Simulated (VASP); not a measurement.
A run of VASP 6.6.1:

The input INCAR:

```
SYSTEM = LaC
ALGO = Normal ; EDIFF = 1E-6
ENCUT = 520 ; GGA = PS
ISIF = 2 ; ISMEAR = 0
LASPH = .TRUE. ; LCHARG = .TRUE.
LELF = .TRUE. ; LREAL = .FALSE.
LVHAR = .TRUE. ; LWAVE = .FALSE.
NBANDS = 14 ; NELM = 100
PREC = Accurate ; SIGMA = 0.05
```

File KPOINTS:

```
k-points
0
G
  10 10 10
  0 0 0
```

The input POSCAR:

```
LaC
1.0
    0.0000000000      2.6932670994      2.6932670994
    2.6932670994      0.0000000000      2.6932670994
    2.6932670994      2.6932670994      0.0000000000
La C
1 1
Direct
    0.5000000000      0.5000000000      0.5000000000
    0.0000000000      0.0000000000      0.0000000000
```

Potentials or basis: VASP PAW PBE potentials, release 64 (La, C).

Command:

```sh
$ cat potpaw_PBE.64/La/POTCAR potpaw_PBE.64/C/POTCAR > POTCAR
$ mpirun -np 1 vasp_std > vasp.out
```

Hardware: 1 thread of Intel Xeon 8259CL, with other jobs on the host.

Problem. How long does it take, and how much memory?

Solution. It took 58 s on 1 thread of Intel Xeon 8259CL (shared host), peak memory 0.19 GiB. Counts: scf iterations 15, k points 47.
